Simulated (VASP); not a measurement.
# Nb (P6_3/mmc) in VASP: single point with PBE

Aim: the single point of Nb with PBE.

Everything below comes from runs of VASP 6.6.1. Logs are shortened: lines on timing, memory, paths and dates and some standing lists are left out, and cuts for length are marked.

## 1. The cell of the first run

It takes space group P6_3/mmc (No. 194, hexagonal). The conventional cell has a = 2.717 Å, b = 2.717 Å, c = 4.905 Å, α = 90.00°, β = 90.00°, γ = 120.00°. Nb (site symmetry -6m2) has 12 Nb at 2.72 to 2.91 Å within 3.6 Å.

This isn't the form of Nb at room conditions, which is bcc.

## 2. Single point, PBE (15.68 Å³/atom)

POSCAR

```
Nb
1.0
    2.7171384613      0.0000000000      0.0000000000
   -1.3585692306      2.3531109331      0.0000000000
    0.0000000000      0.0000000000      4.9047141468
Nb
2
Direct
    0.3333333333      0.6666666667      0.2500000000
    0.6666666667      0.3333333333      0.7500000000
```

INCAR.step1

```
  ALGO = Normal
  EDIFF = 1E-7
  ENCUT = 520
  GGA = PE
  ISIF = 2
  ISMEAR = -1
  LASPH = T
  LCHARG = T
  LMAXMIX = 4
  LREAL = F
  LWAVE = F
  NBANDS = 20
  NELM = 100
  PREC = Accurate
  SIGMA = 0.05
```

KPOINTS.step1

```
k-points
0
Gamma
  16 16 9
```

INCAR.step2

```
  ALGO = Normal
  EDIFF = 1E-7
  ENCUT = 520
  GGA = PE
  ICHARG = 11
  ISIF = 2
  ISMEAR = -5
  LASPH = T
  LCHARG = F
  LMAXMIX = 4
  LORBIT = 11
  LREAL = F
  LWAVE = F
  NEDOS = 1001
  NELM = 100
  PREC = Accurate
  SIGMA = 0.05
```

KPOINTS.step2

```
k-points
0
Gamma
  24 24 14
```

Potentials or basis: VASP PAW PBE potentials, release 64 (Nb_sv).

On the command line:

```sh
cat potpaw_PBE.64/Nb_sv/POTCAR > POTCAR
cp INCAR.step1 INCAR
cp KPOINTS.step1 KPOINTS
mpirun -np 1 vasp_std > vasp.out
cp INCAR.step2 INCAR
cp KPOINTS.step2 KPOINTS
mpirun -np 1 vasp_std > vasp.out
```

OUTCAR:

```text
EDIFF = 1E-7
   ENCUT = 520
   GGA = PE
   ICHARG = 11
   ISIF = 2
   ISMEAR = -5
   LASPH = T
   LORBIT = 11
   LREAL = F
   NELM = 100
   PREC = Accurate

 ion  position               nearest neighbor table
   1  0.333  0.667  0.250-   2 2.91   2 2.91   2 2.91   2 2.91   2 2.91   2 2.91
   2  0.667  0.333  0.750-   1 2.91   1 2.91   1 2.91   1 2.91   1 2.91   1 2.91

  LATTYP: Found a hexagonal cell.
 ALAT       =     2.7171384613
 C/A-ratio  =     1.8051027641

  Lattice vectors:

 A1 = (   2.7171384613,   0.0000000000,   0.0000000000)
 A2 = (  -1.3585692306,   2.3531109331,   0.0000000000)
 A3 = (   0.0000000000,   0.0000000000,   4.9047141468)

Analysis of symmetry for initial positions (statically):
=====================================================================
 Subroutine PRICEL returns:
 Original cell was already a primitive cell.

 Routine SETGRP: Setting up the symmetry group for a
 hexagonal supercell.

 Subroutine GETGRP returns: Found 24 space group operations
 (whereof 12 operations were pure point group operations)
 out of a pool of 24 trial point group operations.

The static configuration has the point symmetry D_3d.
 The point group associated with its full space group is D_6h.

Analysis of symmetry for dynamics (positions and initial velocities):
=====================================================================
 Subroutine PRICEL returns:
 Original cell was already a primitive cell.

 Routine SETGRP: Setting up the symmetry group for a
 hexagonal supercell.

 Subroutine GETGRP returns: Found 24 space group operations
 (whereof 12 operations were pure point group operations)
 out of a pool of 24 trial point group operations.

The dynamic configuration has the point symmetry D_3d.
 The point group associated with its full space group is D_6h.

 Subroutine INISYM returns: Found 24 space group operations
 (whereof 12 operations are pure point group operations),
 and found     1 'primitive' translations

----------------------------------------------------------------------------------------

                                     Primitive cell

  volume of cell :      31.3594

  direct lattice vectors                    reciprocal lattice vectors
     2.717138461  0.000000000  0.000000000     0.368034244  0.212484670  0.000000000
    -1.358569231  2.353110933  0.000000000     0.000000000  0.424969340  0.000000000
     0.000000000  0.000000000  4.904714147     0.000000000  0.000000000  0.203885480

  length of vectors
     2.717138461  2.717138461  4.904714147     0.424969340  0.424969340  0.203885480

  position of ions in fractional coordinates (direct lattice)
     0.333333333  0.666666667  0.250000000
     0.666666667  0.333333333  0.750000000

  ion indices of the primitive-cell ions
   primitive index   ion index
                 1           1
                 2           2

----------------------------------------------------------------------------------------

 KPOINTS: k-points

Automatic generation of k-mesh.
 Grid dimensions read from file:
 generate k-points for:   24   24   14

 Generating k-lattice:

  Cartesian coordinates                     Fractional coordinates (reciprocal lattice)
     0.015334760  0.008853528  0.000000000     0.041666667  0.000000000  0.000000000
     0.000000000  0.017707056  0.000000000     0.000000000  0.041666667  0.000000000
     0.000000000  0.000000000  0.014563249     0.000000000  0.000000000  0.071428571

  Length of vectors
     0.017707056  0.017707056  0.014563249

  Shift w.r.t. Gamma in fractional coordinates (k-lattice)
     0.000000000  0.000000000  0.000000000

 TETIRR: Found   8183 inequivalent tetrahedra from    48384

 Subroutine IBZKPT returns following result:
 ===========================================

 Found    488 irreducible k-points:

 Following reciprocal coordinates:
            Coordinates               Weight
  0.000000  0.000000  0.000000      1.000000
  0.041667 -0.000000  0.000000      6.000000
  0.083333 -0.000000  0.000000      6.000000
  0.125000 -0.000000  0.000000      6.000000
  0.166667 -0.000000  0.000000      6.000000
  0.208333  0.000000  0.000000      6.000000
[... 16 lines left out ...]
  0.416667  0.041667  0.000000     12.000000
  0.458333  0.041667  0.000000     12.000000
 [... further k-points ...]
   k-points           NKPTS =    488   k-points in BZ     NKDIM =    488   number of bands    NBANDS=     17
   number of dos      NEDOS =   1001   number of ions     NIONS =      2
   total plane-waves  NPLWV =  14400
   dimension x,y,z NGX =    20 NGY =   20 NGZ =   36
   dimension x,y,z NGXF=    40 NGYF=   40 NGZF=   72
   ions per type =               2
   NGX,Y,Z   is equivalent  to a cutoff of  12.24, 12.24, 12.20 a.u.
   NGXF,Y,Z  is equivalent  to a cutoff of  24.47, 24.47, 24.40 a.u.
 SYSTEM =  unknown system
   PREC   = accura    normal or accurate (medium, high low for compatibility)
   ISTART =      0    job   : 0-new  1-cont  2-samecut
   ICHARG =     11    charge: 1-file 2-atom 10-const
   ISPIN  =      1    spin polarized calculation?
   LNONCOLLINEAR =      F non collinear calculations
   LSORBIT =      F    spin-orbit coupling
   LASPH  =      T    aspherical Exc in radial PAW
   ENCUT  =  520.0 eV  38.22 Ry    6.18 a.u.   5.05  5.05  9.12*2*pi/ulx,y,z
   NELM   =    100;   NELMIN=  2; NELMDL=  0     # of ELM steps
   EDIFF  = 0.1E-06   stopping-criterion for ELM
   LREAL  =      F    real-space projection
   EDIFFG = 0.1E-05   stopping-criterion for IOM
   NSW    =      0    number of steps for IOM
   IBRION =     -1    ionic relax: 0-MD 1-quasi-New 2-CG
   NFREE  =      0    steps in history (QN), initial steepest desc. (CG)
   ISIF   =      2    stress and relaxation
   ISYM   =      2    0-nonsym 1-usesym 2-fastsym
   POTIM  = 0.5000    time-step for ionic-motion
   TEBEG  =    0.0;   TEEND  =   0.0 temperature during run
   PSTRESS=    0.0 pullay stress
   NELECT =      26.0000    total number of electrons
   NUPDOWN=      -1.0000    fix difference up-down
   EMIN   =  10.00;   EMAX   =-10.00  energy-range for DOS
   EFERMI =   0.00;   METHOD = LEGACY
   ISMEAR =    -5;   SIGMA  =   0.05  broadening in eV -4-tet -1-fermi 0-gaus
   EFERMI_NEDOS =   21; number of points for ismear=-14 and -15
   IALGO  =     38    algorithm
   IMIX   =      4    mixing-type and parameters
     AMIX     =   0.40;   BMIX     =  1.00
     AMIX_MAG =   1.60;   BMIX_MAG =  1.00
  volume/ion in A,a.u.               =      15.68       105.81
  Fermi-wavevector in a.u.,A,eV,Ry     =   1.537954  2.906311 32.181891  2.365302
  Thomas-Fermi vector in A             =   2.644390
   LORBIT       =     11    0 simple, 1 ext, 2 COOP (PROOUT), +10 PAW based schemes
   GGA     = PE    functional components
   LHFCALC =     F    Hartree Fock is set to
   AEXX    =    0.0000 exact exchange contribution
   IVDW    =     0    specifies the selected vdW correction
   LEPSILON=     F    determine dielectric tensor
   LRPA    =     F    only Hartree local field effects (RPA)
 non-spin polarized calculation
 Fermi weights with tetrahedron method with Bloechl corrections
  energy-cutoff  :      520.00
  volume of cell :       31.36
 maximum number of plane-waves:       860

 number of electron      25.9999997 magnetization

 Free energy of the ion-electron system (eV)
  ---------------------------------------------------
  ext. energy  EPLUGINS =         0.00000000
  ---------------------------------------------------
  free energy    TOTEN  =       -19.22202054 eV

  energy without entropy =      -19.22202054  energy(sigma->0) =      -19.22202054

 E-fermi :  13.6656     XC(G=0): -13.2204

 val. band max:       13.7159904375   @ k =   0.0417  -0.0000   0.2143
 cond. band min:      13.6332963195   @ k =   0.4167   0.0417   0.0000
 fundamental gap:     -0.0826941180
 Fermi energy:        13.6656254469

 k-point     1 :       0.0000    0.0000    0.0000
  band No.  band energies     occupation
      1     -41.0141      2.00000
      2     -40.7457      2.00000
      3     -17.8492      2.00000
      4     -16.1808      2.00000
      5     -15.9286      2.00000
      6     -15.9286      2.00000
[... 9 lines left out ...]
     16      14.8505      0.00000
     17      16.5490      0.00000

 k-point     2 :       0.0417   -0.0000    0.0000
  band No.  band energies     occupation
      1     -41.0070      2.00000
      2     -40.7405      2.00000
      3     -17.8376      2.00000
      4     -16.1814      2.00000
      5     -15.9673      2.00000
      6     -15.9389      2.00000
[... 9 lines left out ...]
     16      14.6619      0.00000
     17      16.4094      0.00000

 k-point     3 :       0.0833   -0.0000    0.0000
  band No.  band energies     occupation
      1     -40.9859      2.00000
      2     -40.7252      2.00000
      3     -17.8032      2.00000
      4     -16.1835      2.00000
      5     -16.0803      2.00000
      6     -15.9687      2.00000
[... 9 lines left out ...]
     16      14.7195      0.00000
     17      16.0908      0.00000

 k-point     4 :       0.1250   -0.0000    0.0000
  band No.  band energies     occupation
      1     -40.9522      2.00000
      2     -40.7008      2.00000
      3     -17.7473      2.00000
      4     -16.2582      2.00000
      5     -16.1879      2.00000
      6     -16.1079      2.00000
[... 9 lines left out ...]
     16      15.0685      0.00000
     17      15.8029      0.00000

 k-point     5 :       0.1667   -0.0000    0.0000
  band No.  band energies     occupation
      1     -40.9075      2.00000
      2     -40.6692      2.00000
      3     -17.6720      2.00000
      4     -16.4868      2.00000
      5     -16.3317      2.00000
      6     -16.1957      2.00000
[... 9 lines left out ...]
     16      15.2115      0.00000
     17      15.7171      0.00000

 k-point     6 :       0.2083    0.0000    0.0000
  band No.  band energies     occupation
      1     -40.8545      2.00000
      2     -40.6326      2.00000
      3     -17.5804      2.00000
      4     -16.7484      2.00000
      5     -16.5845      2.00000
      6     -16.2082      2.00000
[... 9 lines left out ...]
     16      15.4311      0.00000
     17      15.5982      0.00000

 k-point     7 :       0.2500   -0.0000    0.0000
  band No.  band energies     occupation
      1     -40.7963      2.00000
      2     -40.5937      2.00000
      3     -17.4760      2.00000
      4     -17.0238      2.00000
      5     -16.8476      2.00000
      6     -16.2269      2.00000
[... 9 lines left out ...]
     16      15.2645      0.00000
     17      16.3303      0.00000

 k-point     8 :       0.2917    0.0000    0.0000
  band No.  band energies     occupation
      1     -40.7362      2.00000
      2     -40.5557      2.00000
      3     -17.3637      2.00000
      4     -17.2935      2.00000
      5     -17.1033      2.00000
      6     -16.2804      2.00000
[... 9 lines left out ...]
     16      16.1346      0.00000
     17      17.2821      0.00000
[... 203 lines left out ...]
      1     -40.7626      2.00000
      2     -40.5721      2.00000
      3     -17.4138      2.00000
      4     -17.1614      2.00000
      5     -16.9877      2.00000
      6     -16.2592      2.00000
[... 9 lines left out ...]
     16      15.5066      0.00000
     17      16.8599      0.00000

 k-point    20 :       0.2917    0.0417    0.0000
  band No.  band energies     occupation
      1     -40.7035      2.00000
      2     -40.5359      2.00000
      3     -17.4181      2.00000
      4     -17.2998      2.00000
      5     -17.2271      2.00000
      6     -16.3292      2.00000
[... 9 lines left out ...]
     16      16.3978      0.00000
     17      17.6464      0.00000

 k-point    21 :       0.3333    0.0417    0.0000
  band No.  band energies     occupation
      1     -40.6483      2.00000
      2     -40.5049      2.00000
      3     -17.6441      2.00000
      4     -17.4373      2.00000
      5     -17.1864      2.00000
      6     -16.3907      2.00000
[... 9 lines left out ...]
     16      17.3990      0.00000
     17      18.4946      0.00000

 k-point    22 :       0.3750    0.0417    0.0000
  band No.  band energies     occupation
      1     -40.6009      2.00000
      2     -40.4813      2.00000
      3     -17.8258      2.00000
      4     -17.6060      2.00000
      5     -17.0814      2.00000
      6     -16.4401      2.00000
[... 9 lines left out ...]
     16      18.4493      0.00000
     17      19.1178      0.00000

 k-point    23 :       0.4167    0.0417    0.0000
  band No.  band energies     occupation
      1     -40.5655      2.00000
      2     -40.4663      2.00000
      3     -17.9528      2.00000
      4     -17.7238      2.00000
      5     -16.9957      2.00000
      6     -16.4747      2.00000
[... 9 lines left out ...]
     16      19.0904      0.00000
     17      19.8184      0.00000

 k-point    24 :       0.4583    0.0417    0.0000
  band No.  band energies     occupation
      1     -40.5461      2.00000
      2     -40.4594      2.00000
      3     -18.0181      2.00000
      4     -17.7844      2.00000
      5     -16.9452      2.00000
      6     -16.4924      2.00000
[... 9 lines left out ...]
     16      19.0714      0.00000
     17      20.1070      0.00000

 [... further k-points ...]
[... 5 lines left out ...]
  --------------------------------------------------------------------------------------
  -------------------------------------------------------------------------------------
  Total        7.4959399      7.4959399      7.5626909      0.0000000      0.0000000      0.0000000
  in kB      382.9735735    382.9735735    386.3839329      0.0000000      0.0000000      0.0000000
  external PRESSURE =     384.1103599 kB  Pullay stress =       0.0000000 kB

 VOLUME and BASIS-vectors are now :
 -----------------------------------------------------------------------------
  energy-cutoff  :      520.00
  volume of cell :       31.36
      direct lattice vectors                 reciprocal lattice vectors
     2.717138461  0.000000000  0.000000000     0.368034244  0.212484670  0.000000000
    -1.358569231  2.353110933  0.000000000     0.000000000  0.424969340  0.000000000
     0.000000000  0.000000000  4.904714147     0.000000000  0.000000000  0.203885480

 POSITION                                       TOTAL-FORCE (eV/Angst)
 -----------------------------------------------------------------------------------
     -0.00000      1.56874      1.22618         0.000000      0.000000      0.000000
      1.35857      0.78437      3.67854        -0.000000      0.000000      0.000000
 -----------------------------------------------------------------------------------
    total drift:                                0.000000     -0.000000      0.000000

  FREE ENERGIE OF THE ION-ELECTRON SYSTEM (eV)
  ---------------------------------------------------
  free  energy   TOTEN  =       -19.2220205373 eV

  energy  without entropy=      -19.2220205373  energy(sigma->0) =      -19.22202054

 total charge

# of ion       s       p       d       tot
------------------------------------------
    1        2.255   6.013   2.713  10.982
    2        2.255   6.013   2.713  10.982
--------------------------------------------------
tot          4.511  12.026   5.426  21.963
```

Wall time 1.9 min (1 thread of Intel Xeon 6975P-C (Granite Rapids), shared host); peak memory 0.33 GiB.

Results:

```
Valence electrons inside the program's atomic spheres : Nb 10.98
```

Caveat: tetrahedron occupations give inexact forces and stress in metals.
